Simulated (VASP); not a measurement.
Input of a VASP 6.6.1 run:

INCAR

```
PREC     = Accurate       # precision mode
ENCUT    = 600            # plane-wave cutoff, eV
EDIFF    = 1E-6           # SCF threshold, eV
ISMEAR   = 0              # smearing method
SIGMA    = 0.1            # smearing width, eV
LREAL    = F              # projectors in reciprocal space
LASPH    = T              # aspherical terms in the spheres
NELM     = 200            # most SCF steps
ALGO     = Normal         # electronic algorithm
ISIF     = 2              # what is computed and relaxed
LWAVE    = F              # write WAVECAR
LCHARG   = F              # write CHGCAR
ISPIN    = 2              # spin polarisation
MAGMOM   = 2.75 0.47      # initial moments
LORBIT   = 11             # projections on sites
LMAXMIX  = 4              # l up to which the mixer works
GGA      = PE             # functional
NBANDS   = 22             # bands
GGA_COMPAT= F
```

Contents of KPOINTS:

```
regular mesh
0
Gamma
  24 24 20
```

File POSCAR:

```
CoO
1.0
    2.8284536862      0.0000000000      0.0000000000
   -1.4142268431      2.4495127457      0.0000000000
    0.0000000000      0.0000000000      2.7217183452
Co O
1 1
Direct
    0.3333333333      0.6666666667      0.5000000000
    0.0000000000      0.0000000000      0.0000000000
```

Potentials or basis: VASP PAW PBE potentials, release 64 (Co_sv, O).

Run with:

```sh
$ cat potpaw_PBE.64/Co_sv/POTCAR potpaw_PBE.64/O/POTCAR > POTCAR
$ mpirun -np 1 vasp_std > vasp.out
```

Problem. Predict the pressure.

Solution. -2.4 GPa.

Problem. Estimate the site moments.

Solution. Co +2.53; O +0.40 μB.

Problem. Estimate the band gap on the k mesh.

Solution. Zero (filled and empty bands overlap).

Problem. What does it give for the net moment?

Solution. 3.00 μB per cell.

Stress tensor (GPa, compression positive):
```
-2.39  0.00  0.00
 0.00 -2.39  0.00
 0.00  0.00 -2.55
```

Caveat: a cell with one magnetic atom can't hold antiferromagnetic order, which such compounds often take; semilocal functionals often make such compounds metallic where correlation or magnetic order opens a gap, which also shifts bond lengths. With open d or f shells a metallic result of PBE can be an artefact of self-interaction; +U or a hybrid may open a gap.
